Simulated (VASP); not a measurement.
Set up this calculation in VASP 6.6.1, as the native input.

```
Task                   : single point
Functional             : PBE
Potentials or basis    : VASP PAW PBE potentials, release 64 (Hf_pv)
Cutoff                 : 520 eV
k mesh                 : 10 × 10 × 5
Occupations            : gaussian, width 0.013 eV
Spin                   : no spin polarisation
Dipole correction      : no
Further INCAR settings : ALGO = Fast; EDIFF = 1e-06; NBANDS = 17
```

The structure of Hf lies in POSCAR:

```
Hf
1.0
    3.1967000000      0.0000000000      0.0000000000
   -1.5983500000      2.7684234083      0.0000000000
    0.0000000000      0.0000000000      5.0578000000
Hf
2
Direct
    0.6666666667      0.3333333333      0.7500000000
    0.3333333333      0.6666666667      0.2500000000
```

The input as run:

INCAR

```
  ALGO = Fast
  EDIFF = 1E-6
  ENCUT = 520
  GGA = PE
  ISIF = 2
  ISMEAR = 0
  LASPH = True
  LCHARG = False
  LREAL = False
  LWAVE = False
  NBANDS = 17
  NELM = 80
  PREC = Accurate
  SIGMA = 0.013000000000000001
```

KPOINTS

```
k-points
0
Gamma
  10 10 5
```

Potentials or basis: VASP PAW PBE potentials, release 64 (Hf_pv).

Command:

```bash
$ cat potpaw_PBE.64/Hf_pv/POTCAR > POTCAR
$ mpirun -np 1 vasp_std > vasp.out
```

Results of the run:

The pressure is 0.3 GPa and the band gap on the k mesh is zero (band 10 reaches 6.10 eV, above the bottom of band 11 at 4.59 eV).

Caveat: spin-orbit coupling is left out, which moves the levels of the heavy elements.

Wall time 26 s on 1 thread of Intel(R) Xeon(R) Platinum 8259CL CPU @ 2.50GHz (Skylake/Cascade Lake), with other jobs on the host, peak memory 0.16 GiB.
